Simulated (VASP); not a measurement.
# SnSe (P1) in VASP: further runs

The runs below take SnSe through single point, with LDA.

All numbers are computed with VASP 6.6.1; they aren't measurements. Logs are shortened: lines on timing, memory, paths and dates and some standing lists are left out, and cuts for length are marked.

## (1) The cell of the first run

The typed cell holds 2 atoms: a = 4.257 Å, b = 4.257 Å, c = 4.257 Å, α = 60.00°, β = 60.00°, γ = 60.00°.

## (2) Single point, LDA

INCAR

```
PREC = Accurate ; ENCUT = 500
EDIFF = 1E-6 ; ISMEAR = 0
SIGMA = 0.01 ; LREAL = F
LASPH = T ; NELM = 120
ALGO = Normal ; ISIF = 2
LWAVE = F ; LCHARG = F
GGA = CA ; NBANDS = 17
GGA_COMPAT = F
```

KPOINTS

```
regular mesh
0
Gamma
  4 4 4
```

POSCAR

```
SnSe
1.0
    0.0000000000      3.0100000000      3.0100000000
    3.0100000000      0.0000000000      3.0100000000
    3.0100000000      3.0100000000      0.0000000000
Sn Se
1 1
Direct
   -0.0102616908      0.0052317492     -0.0018111522
    0.5065114881      0.4880000071      0.5048914799
```

Potentials or basis: VASP PAW LDA potentials, release 64 (Sn_d, Se).

Launch:

```sh
$ cat potpaw_LDA.64/Sn_d/POTCAR potpaw_LDA.64/Se/POTCAR > POTCAR
$ mpirun -np 1 vasp_std > vasp.out
```

OUTCAR:

```text
PREC = Accurate
   ENCUT = 500
   EDIFF = 1E-6
   ISMEAR = 0
   LREAL = F
   LASPH = T
   NELM = 120
   ISIF = 2
   GGA = CA

 ion  position               nearest neighbor table
   1  0.990  0.005  0.998-   2 2.94   2 2.98   2 3.01   2 3.01   2 3.04   2 3.08
   2  0.507  0.488  0.505-   1 2.94   1 2.98   1 3.01   1 3.01   1 3.04   1 3.08

  LATTYP: Found a face centered cubic cell.
 ALAT       =     6.0200000000

  Lattice vectors:

 A1 = (   0.0000000000,   3.0100000000,   3.0100000000)
 A2 = (   3.0100000000,   0.0000000000,   3.0100000000)
 A3 = (   3.0100000000,   3.0100000000,   0.0000000000)

Analysis of symmetry for initial positions (statically):
=====================================================================
 Subroutine PRICEL returns:
 Original cell was already a primitive cell.

 Routine SETGRP: Setting up the symmetry group for a
 face centered cubic supercell.

 Subroutine GETGRP returns: Found  1 space group operations
 (whereof  1 operations were pure point group operations)
 out of a pool of 48 trial point group operations.

The static configuration has the point symmetry C_1 .

Analysis of symmetry for dynamics (positions and initial velocities):
=====================================================================
 Subroutine PRICEL returns:
 Original cell was already a primitive cell.

 Routine SETGRP: Setting up the symmetry group for a
 face centered cubic supercell.

 Subroutine GETGRP returns: Found  1 space group operations
 (whereof  1 operations were pure point group operations)
 out of a pool of 48 trial point group operations.

The dynamic configuration has the point symmetry C_1 .

 Subroutine INISYM returns: Found  1 space group operations
 (whereof  1 operations are pure point group operations),
 and found     1 'primitive' translations

----------------------------------------------------------------------------------------

                                     Primitive cell

  volume of cell :      54.5418

  direct lattice vectors                    reciprocal lattice vectors
     0.000000000  3.010000000  3.010000000    -0.166112957  0.166112957  0.166112957
     3.010000000  0.000000000  3.010000000     0.166112957 -0.166112957  0.166112957
     3.010000000  3.010000000  0.000000000     0.166112957  0.166112957 -0.166112957

  length of vectors
     4.256782823  4.256782823  4.256782823     0.287716081  0.287716081  0.287716081

  position of ions in fractional coordinates (direct lattice)
     0.989738309  0.005231749  0.998188848
     0.506511488  0.488000007  0.504891480

  ion indices of the primitive-cell ions
   primitive index   ion index
                 1           1
                 2           2

----------------------------------------------------------------------------------------

 KPOINTS: regular mesh

Automatic generation of k-mesh.
 Grid dimensions read from file:
 generate k-points for:    4    4    4

 Generating k-lattice:

  Cartesian coordinates                     Fractional coordinates (reciprocal lattice)
    -0.041528239  0.041528239  0.041528239     0.250000000  0.000000000  0.000000000
     0.041528239 -0.041528239  0.041528239     0.000000000  0.250000000  0.000000000
     0.041528239  0.041528239 -0.041528239     0.000000000  0.000000000  0.250000000

  Length of vectors
     0.071929020  0.071929020  0.071929020

  Shift w.r.t. Gamma in fractional coordinates (k-lattice)
     0.000000000  0.000000000  0.000000000

 Subroutine IBZKPT returns following result:
 ===========================================

 Found     36 irreducible k-points:

 Following reciprocal coordinates:
            Coordinates               Weight
  0.000000  0.000000  0.000000      1.000000
  0.250000  0.000000  0.000000      2.000000
  0.000000  0.250000  0.000000      2.000000
  0.000000  0.000000  0.250000      2.000000
  0.250000  0.250000  0.250000      2.000000
  0.500000  0.000000  0.000000      1.000000
[... 16 lines left out ...]
  0.250000  0.500000  0.500000      2.000000
  0.500000  0.000000  0.250000      2.000000
 [... further k-points ...]
   k-points           NKPTS =     36   k-points in BZ     NKDIM =     36   number of bands    NBANDS=     17
   number of dos      NEDOS =    301   number of ions     NIONS =      2
   total plane-waves  NPLWV =  32768
   dimension x,y,z NGX =    32 NGY =   32 NGZ =   32
   dimension x,y,z NGXF=    64 NGYF=   64 NGZF=   64
   ions per type =               1   1
   NGX,Y,Z   is equivalent  to a cutoff of  12.50, 12.50, 12.50 a.u.
   NGXF,Y,Z  is equivalent  to a cutoff of  24.99, 24.99, 24.99 a.u.
 SYSTEM =  unknown system
   PREC   = accura    normal or accurate (medium, high low for compatibility)
   ISTART =      0    job   : 0-new  1-cont  2-samecut
   ICHARG =      2    charge: 1-file 2-atom 10-const
   ISPIN  =      1    spin polarized calculation?
   LNONCOLLINEAR =      F non collinear calculations
   LSORBIT =      F    spin-orbit coupling
   LASPH  =      T    aspherical Exc in radial PAW
   ENCUT  =  500.0 eV  36.75 Ry    6.06 a.u.   7.76  7.76  7.76*2*pi/ulx,y,z
   NELM   =    120;   NELMIN=  2; NELMDL= -5     # of ELM steps
   EDIFF  = 0.1E-05   stopping-criterion for ELM
   LREAL  =      F    real-space projection
   EDIFFG = 0.1E-04   stopping-criterion for IOM
   NSW    =      0    number of steps for IOM
   IBRION =     -1    ionic relax: 0-MD 1-quasi-New 2-CG
   NFREE  =      0    steps in history (QN), initial steepest desc. (CG)
   ISIF   =      2    stress and relaxation
   ISYM   =      2    0-nonsym 1-usesym 2-fastsym
   POTIM  = 0.5000    time-step for ionic-motion
   TEBEG  =    0.0;   TEEND  =   0.0 temperature during run
   PSTRESS=    0.0 pullay stress
   NELECT =      20.0000    total number of electrons
   NUPDOWN=      -1.0000    fix difference up-down
   EMIN   =  10.00;   EMAX   =-10.00  energy-range for DOS
   EFERMI =   0.00;   METHOD = LEGACY
   ISMEAR =     0;   SIGMA  =   0.01  broadening in eV -4-tet -1-fermi 0-gaus
   EFERMI_NEDOS =   21; number of points for ismear=-14 and -15
   IALGO  =     38    algorithm
   IMIX   =      4    mixing-type and parameters
     AMIX     =   0.40;   BMIX     =  1.00
     AMIX_MAG =   1.60;   BMIX_MAG =  1.00
  volume/ion in A,a.u.               =      27.27       184.03
  Fermi-wavevector in a.u.,A,eV,Ry     =   1.171768  2.214321 18.681350  1.373040
  Thomas-Fermi vector in A             =   2.308207
   LORBIT       =      0    0 simple, 1 ext, 2 COOP (PROOUT), +10 PAW based schemes
   GGA     = CA    functional components
   LHFCALC =     F    Hartree Fock is set to
   AEXX    =    0.0000 exact exchange contribution
   IVDW    =     0    specifies the selected vdW correction
   LEPSILON=     F    determine dielectric tensor
   LRPA    =     F    only Hartree local field effects (RPA)
 non-spin polarized calculation
 Gauss-broadening in eV      SIGMA  =   0.01
  energy-cutoff  :      500.00
  volume of cell :       54.54
 maximum number of plane-waves:      1411
 NGX is ok and might be reduce to    32
   NGX = 15   NGY = 15   NGZ = 15

 number of electron      19.9999999 magnetization

 Free energy of the ion-electron system (eV)
  ---------------------------------------------------
  ext. energy  EPLUGINS =         0.00000000
  ---------------------------------------------------
  free energy    TOTEN  =        -9.52946763 eV

  energy without entropy =       -9.52946763  energy(sigma->0) =       -9.52946763

 E-fermi :   5.3748     XC(G=0):  -9.8971

 val. band max:        5.3135180809   @ k =   0.5000   0.5000   0.5000
 cond. band min:       5.9111375481   @ k =   0.5000   0.5000   0.5000
 fundamental gap:      0.5976194673
 Fermi energy:         5.3747630726

 k-point     1 :       0.0000    0.0000    0.0000
  band No.  band energies     occupation
      1     -16.1093      2.00000
      2     -16.1091      2.00000
      3     -16.1054      2.00000
      4     -16.1051      2.00000
      5     -16.1051      2.00000
      6      -8.5095      2.00000
[... 9 lines left out ...]
     16      11.3234      0.00000
     17      13.6148      0.00000

 k-point     2 :       0.2500    0.0000    0.0000
  band No.  band energies     occupation
      1     -16.1128      2.00000
      2     -16.1126      2.00000
      3     -16.1040      2.00000
      4     -16.0992      2.00000
      5     -16.0990      2.00000
      6      -8.1093      2.00000
[... 9 lines left out ...]
     16      12.6050      0.00000
     17      16.7776      0.00000

 k-point     3 :       0.0000    0.2500    0.0000
  band No.  band energies     occupation
      1     -16.1128      2.00000
      2     -16.1126      2.00000
      3     -16.1040      2.00000
      4     -16.0992      2.00000
      5     -16.0991      2.00000
      6      -8.1093      2.00000
[... 9 lines left out ...]
     16      12.6051      0.00000
     17      16.7456      0.00000

 k-point     4 :       0.0000    0.0000    0.2500
  band No.  band energies     occupation
      1     -16.1129      2.00000
      2     -16.1126      2.00000
      3     -16.1038      2.00000
      4     -16.0993      2.00000
      5     -16.0990      2.00000
      6      -8.1082      2.00000
[... 9 lines left out ...]
     16      12.6013      0.00000
     17      16.7192      0.00000
[... 343 lines left out ...]
      1     -16.1267      2.00000
      2     -16.1083      2.00000
      3     -16.1050      2.00000
      4     -16.0933      2.00000
      5     -16.0905      2.00000
      6      -7.4570      2.00000
[... 9 lines left out ...]
     16      16.0874      0.00000
     17      16.7907      0.00000

 k-point    23 :       0.2500    0.5000    0.5000
  band No.  band energies     occupation
      1     -16.1266      2.00000
      2     -16.1085      2.00000
      3     -16.1047      2.00000
      4     -16.0934      2.00000
      5     -16.0905      2.00000
      6      -7.4567      2.00000
[... 9 lines left out ...]
     16      16.0848      0.00000
     17      16.7748      0.00000

 k-point    24 :       0.5000    0.0000    0.2500
  band No.  band energies     occupation
      1     -16.1267      2.00000
      2     -16.1083      2.00000
      3     -16.1050      2.00000
      4     -16.0933      2.00000
      5     -16.0905      2.00000
      6      -7.4569      2.00000
[... 9 lines left out ...]
     16      16.0873      0.00000
     17      16.7886      0.00000

 [... further k-points ...]

------------------------ aborting loop because EDIFF is reached ----------------------------------------

  FORCE on cell =-STRESS in cart. coord.  units (eV):
  Direction    XX          YY          ZZ          XY          YZ          ZX
  --------------------------------------------------------------------------------------
  -------------------------------------------------------------------------------------
  Total       -1.5313814     -1.4886437     -1.5417758     -0.0070821     -0.0001444      0.0002636
  in kB      -44.9846625    -43.7292345    -45.2899994     -0.2080383     -0.0042427      0.0077421
  external PRESSURE =     -44.6679655 kB  Pullay stress =       0.0000000 kB

 VOLUME and BASIS-vectors are now :
 -----------------------------------------------------------------------------
  energy-cutoff  :      500.00
  volume of cell :       54.54
      direct lattice vectors                 reciprocal lattice vectors
     0.000000000  3.010000000  3.010000000    -0.166112957  0.166112957  0.166112957
     3.010000000  0.000000000  3.010000000     0.166112957 -0.166112957  0.166112957
     3.010000000  3.010000000  0.000000000     0.166112957  0.166112957 -0.166112957

 POSITION                                       TOTAL-FORCE (eV/Angst)
 -----------------------------------------------------------------------------------
      3.02030      5.98366      2.99486         0.017034     -0.040916      0.000798
      2.98860      3.04432      2.99348        -0.017034      0.040916     -0.000798
 -----------------------------------------------------------------------------------
    total drift:                               -0.000148     -0.000129      0.000112

  FREE ENERGIE OF THE ION-ELECTRON SYSTEM (eV)
  ---------------------------------------------------
  free  energy   TOTEN  =        -9.5294676345 eV

  energy  without entropy=       -9.5294676345  energy(sigma->0) =       -9.52946763
```

Run time: 8.1 s. Hardware: 1 thread of Intel Xeon 6975P-C (Granite Rapids), shared host; peak memory 0.17 GiB.

What came out:

* Free energy: -9.5295 eV
* Pressure: -4.5 GPa
* Largest force: 0.044 eV/Å
* Band gap on the k mesh: 0.60 eV

Forces on the atoms (eV/Å):
```
Sn   0.017 -0.041  0.001
Se  -0.017  0.041 -0.001
```

Caveat: the k points lie up to 0.45 Å⁻¹ apart; spin-orbit coupling is left out, which moves the levels of the heavy elements.

## (3) Single point, LDA

INCAR

```
ALGO = Normal
EDIFF = 1E-6
ENCUT = 500
GGA = CA
GGA_COMPAT = F
ISIF = 2
ISMEAR = 0
LASPH = T
LCHARG = T
LELF = T
LREAL = F
LVHAR = T
LWAVE = F
NBANDS = 17
NELM = 120
PREC = Accurate
SIGMA = 0.01
```

KPOINTS

```
k-points
0
Gamma
  4 4 4
```

POSCAR

```
SnSe
1.0
    0.0000000000      3.0100000000      3.0100000000
    3.0100000000      0.0000000000      3.0100000000
    3.0100000000      3.0100000000      0.0000000000
Sn Se
1 1
Direct
   -0.0103658217      0.0053385692     -0.0018558331
    0.5066155870      0.4878932193      0.5049361446
```

Potentials or basis: VASP PAW LDA potentials, release 64 (Sn_d, Se).

Launch:

```sh
$ cat potpaw_LDA.64/Sn_d/POTCAR potpaw_LDA.64/Se/POTCAR > POTCAR
$ mpirun -np 1 vasp_std > vasp.out
```

Run time: 8.8 s. Hardware: 1 thread of Intel Xeon 6975P-C (Granite Rapids), shared host; peak memory 0.17 GiB.

It converged, with:

```
Free energy            : -9.5295 eV
Pressure               : -4.5 GPa
Largest force          : 0.045 eV/Å
Band gap on the k mesh : 0.60 eV
```

Forces on the atoms (eV/Å):
```
Sn   0.017 -0.041  0.001
Se  -0.017  0.041 -0.001
```

Stress tensor (GPa, compression positive):
```
-4.50 -0.02  0.00
-0.02 -4.37  0.00
 0.00  0.00 -4.53
```

Levels at points of the mesh, in eV from the valence-band top:
```csv
k point,band 8,band 9,band 10,band 11,band 12,band 13
"(0.00, 0.00, 0.00)",-2.12,-2.10,-2.10,4.26,4.27,4.32
"(0.50, 0.00, 0.00)",-1.88,-1.85,-0.03,0.62,1.29,1.31
"(0.00, 0.50, 0.00)",-1.88,-1.85,-0.03,0.63,1.29,1.31
"(0.00, 0.00, 0.50)",-1.88,-1.86,0.00,0.60,1.30,1.32
"(0.50, 0.50, 0.50)",-1.87,-1.86,0.00,0.60,1.30,1.32
"(0.50, 0.50, 0.00)",-5.39,-3.56,-3.54,3.04,5.35,5.38
"(0.00, 0.50, 0.50)",-5.37,-3.55,-3.55,3.05,5.35,5.37
"(0.50, 0.00, 0.50)",-5.30,-3.55,-3.55,3.08,5.34,5.34
```

Caveat: the k points lie up to 0.45 Å⁻¹ apart; spin-orbit coupling is left out, which moves the levels of the heavy elements. A k mesh can miss the band edges.

## (4) Single point, LDA

INCAR

```
SYSTEM = SnSe
PREC     = Accurate       ! precision mode
ENCUT    = 500            ! plane-wave cutoff, eV
EDIFF    = 1E-6           ! SCF threshold, eV
ISMEAR   = 0              ! smearing method
SIGMA    = 0.01           ! smearing width, eV
LREAL    = .FALSE.        ! projectors in reciprocal space
LASPH    = .TRUE.         ! aspherical terms in the spheres
NELM     = 120            ! most SCF steps
ALGO     = Normal         ! electronic algorithm
ISIF     = 2              ! what is computed and relaxed
LWAVE    = .FALSE.        ! write WAVECAR
LCHARG   = .FALSE.        ! write CHGCAR
GGA      = CA             ! functional
NBANDS   = 17             ! bands
GGA_COMPAT= .FALSE.
```

KPOINTS

```
Automatic mesh
0
G
  4 4 4
  0 0 0
```

POSCAR

```
SnSe
1.0
    0.0000000000      3.0100000000      3.0100000000
    3.0100000000      0.0000000000      3.0100000000
    3.0100000000      3.0100000000      0.0000000000
Sn Se
1 1
Direct
   -0.0105748708      0.0055530112     -0.0019456605
    0.5068245724      0.4876788411      0.5050259393
```

Launch:

```sh
$ cat potpaw_LDA.64/Sn_d/POTCAR potpaw_LDA.64/Se/POTCAR > POTCAR
$ mpirun -np 1 vasp_std > vasp.out
```

Wall time 8.3 s (1 thread of Intel Xeon 6975P-C (Granite Rapids), shared host); peak memory 0.17 GiB.

It converged, with:

| Property | Result |
| --- | --- |
| Free energy | -9.5296 eV |
| Pressure | -4.5 GPa |
| Largest force | 0.045 eV/Å |
| Band gap on the k mesh | 0.60 eV |

Forces in eV/Å, atoms in the order of the input:
```
Sn   0.017 -0.042  0.001
Se  -0.017  0.042 -0.001
```

Stress tensor (GPa, compression positive):
```
-4.49 -0.02  0.00
-0.02 -4.36  0.00
 0.00  0.00 -4.53
```

Levels at points of the mesh, in eV from the valence-band top:
| k point | band 7 | band 8 | band 9 | band 10 | band 11 | band 12 | band 13 | band 14 |
| --- | --- | --- | --- | --- | --- | --- | --- | --- |
| (0.00, 0.00, 0.00) | -5.10 | -2.12 | -2.10 | -2.10 | 4.26 | 4.26 | 4.32 | 5.96 |
| (0.50, 0.00, 0.00) | -8.01 | -1.88 | -1.85 | -0.03 | 0.63 | 1.29 | 1.31 | 8.22 |
| (0.00, 0.50, 0.00) | -8.01 | -1.88 | -1.85 | -0.03 | 0.63 | 1.29 | 1.31 | 8.22 |
| (0.00, 0.00, 0.50) | -8.02 | -1.88 | -1.86 | 0.00 | 0.60 | 1.30 | 1.32 | 8.23 |
| (0.50, 0.50, 0.50) | -8.02 | -1.88 | -1.86 | 0.00 | 0.60 | 1.30 | 1.32 | 8.23 |
| (0.50, 0.50, 0.00) | -6.02 | -5.39 | -3.56 | -3.54 | 3.04 | 5.35 | 5.39 | 5.94 |
| (0.00, 0.50, 0.50) | -6.04 | -5.37 | -3.55 | -3.55 | 3.05 | 5.35 | 5.37 | 5.94 |
| (0.50, 0.00, 0.50) | -6.11 | -5.30 | -3.55 | -3.55 | 3.08 | 5.34 | 5.34 | 5.95 |

Caveat: the k points lie up to 0.45 Å⁻¹ apart; spin-orbit coupling is left out, which moves the levels of the heavy elements.

[end of part 1 of 2]
